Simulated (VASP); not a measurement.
Runs of VASP 6.6.1 on Ir. Symmetry: Fm-3m, No. 225, cubic system. Conventional cell: a = 3.831 Å, b = 3.831 Å, c = 3.831 Å, α = 90.00°, β = 90.00°, γ = 90.00°. Within 3.6 Å of Ir (site symmetry m-3m) lie 12 Ir at 2.71 Å. 

```csv
k mesh,gap on the mesh (eV),pressure (GPa)
3 × 3 × 3,none,(b)
6 × 6 × 6,none,13.0
8 × 8 × 8,none,13.7
5 × 5 × 5,none,(a)
10 × 10 × 10,none,12.2
```

Alike in all rows: task single point; level PBE; potentials or basis VASP PAW PBE potentials, release 64 (Ir); no spin polarisation; cell as given; cutoff (eV) 500; smearing fermi-dirac 0.05 eV.

Fill in the values left out.

(a) 16.7; (b) 38.3.

Caveats: some runs use coarse meshes; spin-orbit coupling is left out, which moves the levels of the heavy elements.

A k mesh can miss the band edges, and the runs leave out spin-orbit coupling on Ir.

A gap of «none» marks levels without a gap at the run's occupations.
